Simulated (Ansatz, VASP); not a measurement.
## Two plane-wave programs on Cu

Contents of INCAR:

```
ALGO     = Normal         # electronic algorithm
DIPOL    = 0.5 0.5 0.500
EDIFF    = 1E-6           # SCF threshold, eV
ENCUT    = 520            # plane-wave cutoff, eV
GGA      = PE             # functional
IDIPOL   = 3            
ISIF     = 2              # what is computed and relaxed
ISMEAR   = -1             # smearing method
LASPH    = T              # aspherical terms in the spheres
LCHARG   = F              # write CHGCAR
LDIPOL   = T            
LREAL    = F              # projectors in reciprocal space
LWAVE    = F              # write WAVECAR
NBANDS   = 36             # bands
NELM     = 80             # most SCF steps
PREC     = Accurate       # precision mode
SIGMA    = 0.05           # smearing width, eV
```

Contents of KPOINTS:

```
k-points
0
Gamma
  12 12 1
```

File POSCAR:

```
Cu
1.0
    2.5340966698      0.0000000000      0.0000000000
   -1.2670483349      2.1945920917      0.0000000000
    0.0000000000      0.0000000000     23.2251420000
Cu
5
Direct
    0.3333333300      0.6666666600      0.3229259050
    0.6666666700      0.3333333400      0.4114629525
    0.3333333300      0.6666666600      0.5000000000
    0.6666666700      0.3333333400      0.5885370475
    0.3333333300      0.6666666600      0.6770740950
```

File input.yaml:

```yaml
crystal:
  lattice:
    - [2.5340966698, 0.0, 0.0]
    - [-1.2670483349, 2.1945920917, 0.0]
    - [0.0, 0.0, 23.225142]
  atoms:
    - { symbol: Cu, position: [0.33333333, 0.66666666, 0.322925905] }
    - { symbol: Cu, position: [0.66666667, 0.33333334, 0.4114629525] }
    - { symbol: Cu, position: [0.33333333, 0.66666666, 0.5] }
    - { symbol: Cu, position: [0.66666667, 0.33333334, 0.5885370475] }
    - { symbol: Cu, position: [0.33333333, 0.66666666, 0.677074095] }
hamiltonian:
  xc: pbe
  pseudopotentials: { kind: paw }
kpoints:
  mp_grid: { grid: [12, 12, 1] }
scf:
  occupations: { method: fermi_dirac, width: 0.05 }
output:
  forces: true
  eigenvalues: true
efield:
  axis: 3
  dipole_correction: true
  ramp_width: 0.04
```

Alike in both runs: task single point; functional PBE; k mesh 12 × 12 × 1; occupations fermi-dirac, width 0.05 eV; no spin polarisation.

```csv
,VASP,Ansatz
version,VASP 6.6.1,Ansatz 0.2.0
potentials or method,"VASP PAW PBE potentials, release 64 (Cu)",Ansatz PAW
plane-wave cutoff (eV),520,420
valence electrons in the cell,55,95
```

Ansatz gave:

```
gap on the k mesh at the Fermi level (eV) : none
rms of the force components (eV/Å)        : 0.078
```

**Question.** What did VASP give for the same quantities?

**Answer.** gap on the k mesh at the Fermi level (eV): none; rms of the force components (eV/Å): 0.085.

Atom by atom the forces differ by 0.007 eV/Å (rms over components). A gap of «none» marks a metal or a gap that the smearing closes. The functional is the same, so the differences come from potentials, cutoffs and numerics. VASP's potentials hold 55 valence electrons a cell and Ansatz's 95, so a difference there can come from the potentials and not from the codes.
